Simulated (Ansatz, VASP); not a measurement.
**One calculation of C, two programs**

```
C
1.0
     0.00000    1.77008    1.77008
     1.77008    0.00000    1.77008
     1.77008    1.77008    0.00000
C
2
Direct
  0.50000 0.50000 0.50000
  0.75000 0.75000 0.75000
```

Alike in both runs: task single point; functional RPBE; k mesh 13 × 13 × 13; occupations fermi-dirac, width 0.05 eV; no spin polarisation.

|  | VASP | Ansatz |
| --- | --- | --- |
| version | VASP 6.6.1 | Ansatz 0.2.0 |
| potentials or method | VASP PAW PBE potentials, release 64 (C), cutoff 520 eV | plane waves (420 eV) with PAW, scalar-relativistic |
| valence electrons in the cell | 8 | 8 |

VASP gave:

- gap on the k mesh at the Fermi level (eV): 4.18
- pressure (GPa): 19.0

What did Ansatz give for the same quantities?

gap on the k mesh at the Fermi level (eV): 4.19; pressure (GPa): 18.4.

VASP's potentials were made for PBE, not for RPBE.
